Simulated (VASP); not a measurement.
# Mg2CdSe3 (P6_3mc) in VASP: notebook

Runs on Mg2CdSe3. Level: PBE. Tasks: single point.

All numbers are computed with VASP 6.6.1; they aren't measurements. Logs are shortened: lines on timing, memory, paths and dates and some standing lists are left out, and cuts for length are marked.

### Step 1. The cell of the first run

Symmetry: P6_3mc, No. 186, hexagonal system. Conventional cell: a = 4.301 Å, b = 4.301 Å, c = 20.877 Å, α = 90.00°, β = 90.00°, γ = 120.00°. Mg (site symmetry 3m) has 4 Se at 2.60 to 2.61 Å within 3.4 Å. Within 3.4 Å of Mg (site symmetry 3m) lie 4 Se at 2.61 Å. Cd (site symmetry 3m) has 4 Se at 2.66 to 2.68 Å within 3.5 Å. Se (site symmetry 3m) has 4 Mg at 2.60 to 2.61 Å within 3.4 Å. Se (site symmetry 3m) has 3 Mg at 2.61 Å and 1 Cd at 2.68 Å within 3.4 Å. Se (site symmetry 3m) has 1 Mg at 2.61 Å and 3 Cd at 2.66 Å within 3.4 Å.

### Step 2. Single point, PBE

The input, INCAR:

```
ALGO = Normal
EDIFF = 1E-7
ENCUT = 520
GGA = PE
ISIF = 2
ISMEAR = 0
LASPH = T
LCHARG = F
LREAL = F
LWAVE = F
NBANDS = 46
NELM = 100
PREC = Accurate
SIGMA = 0.1
```

The input, KPOINTS:

```
k-points
0
Gamma
  6 6 1
```

The input, POSCAR:

```
Mg2CdSe3
1.0
    4.3008487892      0.0000000000      0.0000000000
   -2.1504243946      3.7246443093      0.0000000000
    0.0000000000      0.0000000000     20.8766186000
Mg Cd Se
4 2 6
Direct
    0.6666666667      0.3333333333      0.1673960000
    0.6666666667      0.3333333333      0.8302600000
    0.3333333333      0.6666666667      0.3302600000
    0.3333333333      0.6666666667      0.6673960000
    0.6666666667      0.3333333333      0.5009150000
    0.3333333333      0.6666666667      0.0009150000
    0.6666666667      0.3333333333      0.2919490000
    0.6666666667      0.3333333333      0.6293910000
    0.6666666667      0.3333333333      0.9550900000
    0.3333333333      0.6666666667      0.1293910000
    0.3333333333      0.6666666667      0.4550900000
    0.3333333333      0.6666666667      0.7919490000
```

Potentials or basis: VASP PAW PBE potentials, release 64 (Mg, Cd, Se).

Launch:

```bash
$ cat potpaw_PBE.64/Mg/POTCAR potpaw_PBE.64/Cd/POTCAR potpaw_PBE.64/Se/POTCAR > POTCAR
$ mpirun -np 1 vasp_std > vasp.out
```

OUTCAR:

```text
EDIFF = 1E-7
   ENCUT = 520
   GGA = PE
   ISIF = 2
   ISMEAR = 0
   LASPH = T
   LREAL = F
   NELM = 100
   PREC = Accurate

 ion  position               nearest neighbor table
   1  0.667  0.333  0.167-   7 2.60  10 2.61  10 2.61  10 2.61
   2  0.667  0.333  0.830-   9 2.61  12 2.61  12 2.61  12 2.61
   3  0.333  0.667  0.330-  11 2.61   7 2.61   7 2.61   7 2.61
   4  0.333  0.667  0.667-  12 2.60   8 2.61   8 2.61   8 2.61
   5  0.667  0.333  0.501-  11 2.66  11 2.66  11 2.66   8 2.68
   6  0.333  0.667  0.001-   9 2.66   9 2.66   9 2.66  10 2.68
   7  0.667  0.333  0.292-   1 2.60   3 2.61   3 2.61   3 2.61
   8  0.667  0.333  0.629-   4 2.61   4 2.61   4 2.61   5 2.68
   9  0.667  0.333  0.955-   2 2.61   6 2.66   6 2.66   6 2.66
  10  0.333  0.667  0.129-   1 2.61   1 2.61   1 2.61   6 2.68
  11  0.333  0.667  0.455-   3 2.61   5 2.66   5 2.66   5 2.66
  12  0.333  0.667  0.792-   4 2.60   2 2.61   2 2.61   2 2.61

  LATTYP: Found a hexagonal cell.
 ALAT       =     4.3008487892
 C/A-ratio  =     4.8540694229

  Lattice vectors:

 A1 = (   4.3008487892,   0.0000000000,   0.0000000000)
 A2 = (  -2.1504243946,   3.7246443093,   0.0000000000)
 A3 = (   0.0000000000,   0.0000000000,  20.8766186000)

Analysis of symmetry for initial positions (statically):
=====================================================================
 Subroutine PRICEL returns:
 Original cell was already a primitive cell.

 Routine SETGRP: Setting up the symmetry group for a
 hexagonal supercell.

 Subroutine GETGRP returns: Found 12 space group operations
 (whereof  6 operations were pure point group operations)
 out of a pool of 24 trial point group operations.

The static configuration has the point symmetry C_3v.
 The point group associated with its full space group is C_6v.

Analysis of symmetry for dynamics (positions and initial velocities):
=====================================================================
 Subroutine PRICEL returns:
 Original cell was already a primitive cell.

 Routine SETGRP: Setting up the symmetry group for a
 hexagonal supercell.

 Subroutine GETGRP returns: Found 12 space group operations
 (whereof  6 operations were pure point group operations)
 out of a pool of 24 trial point group operations.

The dynamic configuration has the point symmetry C_3v.
 The point group associated with its full space group is C_6v.

 Subroutine INISYM returns: Found 12 space group operations
 (whereof  6 operations are pure point group operations),
 and found     1 'primitive' translations

----------------------------------------------------------------------------------------

                                     Primitive cell

  volume of cell :     334.4253

  direct lattice vectors                    reciprocal lattice vectors
     4.300848789  0.000000000  0.000000000     0.232512243  0.134241006  0.000000000
    -2.150424395  3.724644309  0.000000000     0.000000000  0.268482012  0.000000000
     0.000000000  0.000000000 20.876618600     0.000000000  0.000000000  0.047900478

  length of vectors
     4.300848789  4.300848789 20.876618600     0.268482012  0.268482012  0.047900478

  position of ions in fractional coordinates (direct lattice)
     0.666666667  0.333333333  0.167396000
     0.666666667  0.333333333  0.830260000
     0.333333333  0.666666667  0.330260000
     0.333333333  0.666666667  0.667396000
     0.666666667  0.333333333  0.500915000
     0.333333333  0.666666667  0.000915000
     0.666666667  0.333333333  0.291949000
     0.666666667  0.333333333  0.629391000
     0.666666667  0.333333333  0.955090000
     0.333333333  0.666666667  0.129391000
     0.333333333  0.666666667  0.455090000
     0.333333333  0.666666667  0.791949000

  ion indices of the primitive-cell ions
   primitive index   ion index
                 1           1
                 2           2
                 3           3
                 4           4
                 5           5
                 6           6
                 7           7
                 8           8
                 9           9
                10          10
                11          11
                12          12

----------------------------------------------------------------------------------------

 KPOINTS: k-points

Automatic generation of k-mesh.
 Grid dimensions read from file:
 generate k-points for:    6    6    1

 Generating k-lattice:

  Cartesian coordinates                     Fractional coordinates (reciprocal lattice)
     0.038752041  0.022373501  0.000000000     0.166666667  0.000000000  0.000000000
     0.000000000  0.044747002  0.000000000     0.000000000  0.166666667  0.000000000
     0.000000000  0.000000000  0.047900478     0.000000000  0.000000000  1.000000000

  Length of vectors
     0.044747002  0.044747002  0.047900478

  Shift w.r.t. Gamma in fractional coordinates (k-lattice)
     0.000000000  0.000000000  0.000000000

 Subroutine IBZKPT returns following result:
 ===========================================

 Found      7 irreducible k-points:

 Following reciprocal coordinates:
            Coordinates               Weight
  0.000000  0.000000  0.000000      1.000000
  0.166667  0.000000  0.000000      6.000000
  0.333333  0.000000  0.000000      6.000000
  0.500000  0.000000  0.000000      3.000000
  0.166667  0.166667  0.000000      6.000000
  0.333333  0.166667  0.000000     12.000000
  0.333333  0.333333  0.000000      2.000000
   k-points           NKPTS =      7   k-points in BZ     NKDIM =      7   number of bands    NBANDS=     46
   number of dos      NEDOS =    301   number of ions     NIONS =     12
   total plane-waves  NPLWV = 163840
   dimension x,y,z NGX =    32 NGY =   32 NGZ =  160
   dimension x,y,z NGXF=    64 NGYF=   64 NGZF=  320
   ions per type =               4   2   6
   NGX,Y,Z   is equivalent  to a cutoff of  12.37, 12.37, 12.74 a.u.
   NGXF,Y,Z  is equivalent  to a cutoff of  24.74, 24.74, 25.48 a.u.
 SYSTEM =  unknown system
   PREC   = accura    normal or accurate (medium, high low for compatibility)
   ISTART =      0    job   : 0-new  1-cont  2-samecut
   ICHARG =      2    charge: 1-file 2-atom 10-const
   ISPIN  =      1    spin polarized calculation?
   LNONCOLLINEAR =      F non collinear calculations
   LSORBIT =      F    spin-orbit coupling
   LASPH  =      T    aspherical Exc in radial PAW
   ENCUT  =  520.0 eV  38.22 Ry    6.18 a.u.   8.00  8.00 38.82*2*pi/ulx,y,z
   NELM   =    100;   NELMIN=  2; NELMDL= -5     # of ELM steps
   EDIFF  = 0.1E-06   stopping-criterion for ELM
   LREAL  =      F    real-space projection
   EDIFFG = 0.1E-05   stopping-criterion for IOM
   NSW    =      0    number of steps for IOM
   IBRION =     -1    ionic relax: 0-MD 1-quasi-New 2-CG
   NFREE  =      0    steps in history (QN), initial steepest desc. (CG)
   ISIF   =      2    stress and relaxation
   ISYM   =      2    0-nonsym 1-usesym 2-fastsym
   POTIM  = 0.5000    time-step for ionic-motion
   TEBEG  =    0.0;   TEEND  =   0.0 temperature during run
   PSTRESS=    0.0 pullay stress
   NELECT =      68.0000    total number of electrons
   NUPDOWN=      -1.0000    fix difference up-down
   EMIN   =  10.00;   EMAX   =-10.00  energy-range for DOS
   EFERMI =   0.00;   METHOD = LEGACY
   ISMEAR =     0;   SIGMA  =   0.10  broadening in eV -4-tet -1-fermi 0-gaus
   EFERMI_NEDOS =   21; number of points for ismear=-14 and -15
   IALGO  =     38    algorithm
   IMIX   =      4    mixing-type and parameters
     AMIX     =   0.40;   BMIX     =  1.00
     AMIX_MAG =   1.60;   BMIX_MAG =  1.00
  volume/ion in A,a.u.               =      27.87       188.07
  Fermi-wavevector in a.u.,A,eV,Ry     =   0.962671  1.819185 12.609013  0.926736
  Thomas-Fermi vector in A             =   2.092151
   LORBIT       =      0    0 simple, 1 ext, 2 COOP (PROOUT), +10 PAW based schemes
   GGA     = PE    functional components
   LHFCALC =     F    Hartree Fock is set to
   AEXX    =    0.0000 exact exchange contribution
   IVDW    =     0    specifies the selected vdW correction
   LEPSILON=     F    determine dielectric tensor
   LRPA    =     F    only Hartree local field effects (RPA)
 non-spin polarized calculation
 Gauss-broadening in eV      SIGMA  =   0.10
  energy-cutoff  :      520.00
  volume of cell :      334.43
 maximum number of plane-waves:      9066
 NGX is ok and might be reduce to    32
   NGX = 15   NGY = 15   NGZ = 77

 number of electron      67.9999992 magnetization

 Free energy of the ion-electron system (eV)
  ---------------------------------------------------
  ext. energy  EPLUGINS =         0.00000000
  ---------------------------------------------------
  free energy    TOTEN  =       -41.05229386 eV

  energy without entropy =      -41.05229386  energy(sigma->0) =      -41.05229386

 E-fermi :   1.2467     XC(G=0):  -8.2785

 val. band max:        0.7784491800   @ k =   0.0000   0.0000   0.0000
 cond. band min:       2.3226505865   @ k =   0.0000   0.0000   0.0000
 fundamental gap:      1.5442014065
 Fermi energy:         1.2466754106

 k-point     1 :       0.0000    0.0000    0.0000
  band No.  band energies     occupation
      1     -11.2795      2.00000
      2     -11.2015      2.00000
      3     -11.1403      2.00000
      4     -11.0045      2.00000
      5     -10.8249      2.00000
      6     -10.7666      2.00000
[... 38 lines left out ...]
     45       7.0018      0.00000
     46       7.1559      0.00000

 k-point     2 :       0.1667    0.0000    0.0000
  band No.  band energies     occupation
      1     -11.1903      2.00000
      2     -11.1277      2.00000
      3     -11.0535      2.00000
      4     -10.9456      2.00000
      5     -10.7639      2.00000
      6     -10.7186      2.00000
[... 237 lines left out ...]
 k-point     7 :       0.3333    0.3333    0.0000
  band No.  band energies     occupation
      1     -10.8551      2.00000
      2     -10.8551      2.00000
      3     -10.6985      2.00000
      4     -10.6985      2.00000
      5     -10.5675      2.00000
      6     -10.5675      2.00000
[... 38 lines left out ...]
     45       7.3072      0.00000
     46       7.3179      0.00000

------------------------ aborting loop because EDIFF is reached ----------------------------------------

  FORCE on cell =-STRESS in cart. coord.  units (eV):
  Direction    XX          YY          ZZ          XY          YZ          ZX
  --------------------------------------------------------------------------------------
  -------------------------------------------------------------------------------------
  Total        0.1064732      0.1064732      0.1468473      0.0000000     -0.0000000     -0.0000000
  in kB        0.5100957      0.5100957      0.7035216      0.0000000     -0.0000000     -0.0000000
  external PRESSURE =       0.5745710 kB  Pullay stress =       0.0000000 kB

 VOLUME and BASIS-vectors are now :
 -----------------------------------------------------------------------------
  energy-cutoff  :      520.00
  volume of cell :      334.43
      direct lattice vectors                 reciprocal lattice vectors
     4.300848789  0.000000000  0.000000000     0.232512243  0.134241006  0.000000000
    -2.150424395  3.724644309  0.000000000     0.000000000  0.268482012  0.000000000
     0.000000000  0.000000000 20.876618600     0.000000000  0.000000000  0.047900478

 POSITION                                       TOTAL-FORCE (eV/Angst)
 -----------------------------------------------------------------------------------
      2.15042      1.24155      3.49466         0.000000      0.000000      0.002394
      2.15042      1.24155     17.33302         0.000000     -0.000000      0.002615
     -0.00000      2.48310      6.89471        -0.000000      0.000000      0.002615
     -0.00000      2.48310     13.93297        -0.000000      0.000000      0.002394
      2.15042      1.24155     10.45741        -0.000000      0.000000      0.002165
     -0.00000      2.48310      0.01910         0.000000      0.000000      0.002165
      2.15042      1.24155      6.09491        -0.000000      0.000000     -0.001438
      2.15042      1.24155     13.13956        -0.000000     -0.000000      0.029809
      2.15042      1.24155     19.93905        -0.000000      0.000000     -0.035545
     -0.00000      2.48310      2.70125         0.000000     -0.000000      0.029809
     -0.00000      2.48310      9.50074         0.000000      0.000000     -0.035545
     -0.00000      2.48310     16.53322         0.000000     -0.000000     -0.001438
 -----------------------------------------------------------------------------------
    total drift:                               -0.000000     -0.000000     -0.001275

  FREE ENERGIE OF THE ION-ELECTRON SYSTEM (eV)
  ---------------------------------------------------
  free  energy   TOTEN  =       -41.0522938590 eV

  energy  without entropy=      -41.0522938590  energy(sigma->0) =      -41.05229386
```

Wall time 1.9 min (1 thread of Intel Xeon Platinum 8559C (Emerald Rapids), shared host); peak memory 0.45 GiB.

Results:

```yaml
Free_energy: -41.0523 eV
Pressure: 0.1 GPa
Largest_force: 0.036 eV/Å
Band_gap_on_the_k_mesh: 1.54 eV, direct
```

Forces in eV/Å, atoms in the order of the input:
```
Mg   0.000  0.000  0.002
Mg   0.000  0.000  0.003
Mg   0.000  0.000  0.003
Mg   0.000  0.000  0.002
Cd   0.000  0.000  0.002
Cd   0.000  0.000  0.002
Se   0.000  0.000 -0.001
Se   0.000  0.000  0.030
Se   0.000  0.000 -0.036
Se   0.000  0.000  0.030
Se   0.000  0.000 -0.036
Se   0.000  0.000 -0.001
```

Levels at points of the mesh, in eV from the valence-band top:
| k point | band 32 | band 33 | band 34 | band 35 | band 36 | band 37 |
| --- | --- | --- | --- | --- | --- | --- |
| (0.00, 0.00, 0.00) | -0.02 | 0.00 | 0.00 | 1.54 | 2.37 | 3.07 |
| (0.50, 0.00, 0.00) | -0.89 | -0.81 | -0.67 | 2.89 | 3.48 | 3.49 |

### Step 3. Single point, PBE

The input, INCAR:

```
SYSTEM = Mg2CdSe3
ALGO = Normal
EDIFF = 1E-6
ENCUT = 520
GGA = PE
ISIF = 2
ISMEAR = 0
LASPH = .True.
LCHARG = .True.
LELF = .True.
LREAL = .False.
LVHAR = .True.
LWAVE = .False.
NBANDS = 46
NELM = 60
PREC = Accurate
SIGMA = 0.02
```

The input, KPOINTS:

```
k-points
0
Gamma
  6 6 2
  0 0 0
```

POSCAR is that of step 2.

Potentials or basis: VASP PAW PBE potentials, release 64 (Mg, Cd, Se).

Launch:

```bash
$ cat potpaw_PBE.64/Mg/POTCAR potpaw_PBE.64/Cd/POTCAR potpaw_PBE.64/Se/POTCAR > POTCAR
$ mpirun -np 1 vasp_std > vasp.out
```

Wall time 4 min (1 thread of Intel Xeon Platinum 8559C (Emerald Rapids), shared host); peak memory 0.52 GiB.

The run converged. Its results:

```
Free energy            : -41.0563 eV
Pressure               : 0.1 GPa
Largest force          : 0.036 eV/Å
Band gap on the k mesh : 1.54 eV, direct
```

Forces in eV/Å, atoms in the order of the input:
```
Mg   0.000  0.000  0.002
Mg   0.000  0.000  0.002
Mg   0.000  0.000  0.002
Mg   0.000  0.000  0.002
Cd   0.000  0.000  0.001
Cd   0.000  0.000  0.001
Se   0.000  0.000 -0.001
Se   0.000  0.000  0.031
Se   0.000  0.000 -0.036
Se   0.000  0.000  0.031
Se   0.000  0.000 -0.036
Se   0.000  0.000 -0.001
```

Levels at points of the mesh, in eV from the valence-band top:
```tsv
k point	band 32	band 33	band 34	band 35	band 36	band 37
(0.00, 0.00, 0.00)	-0.02	0.00	0.00	1.54	2.37	3.07
(0.50, 0.00, 0.00)	-0.89	-0.81	-0.67	2.89	3.48	3.49
(0.00, 0.00, 0.50)	-0.01	-0.01	-0.01	1.95	1.95	3.08
(0.50, 0.00, 0.50)	-1.07	-0.72	-0.72	3.14	3.14	3.69
```

A k mesh can miss the band edges. PBE gaps usually lie below the measured ones, often by a third to a half.

[end of part 1 of 2]
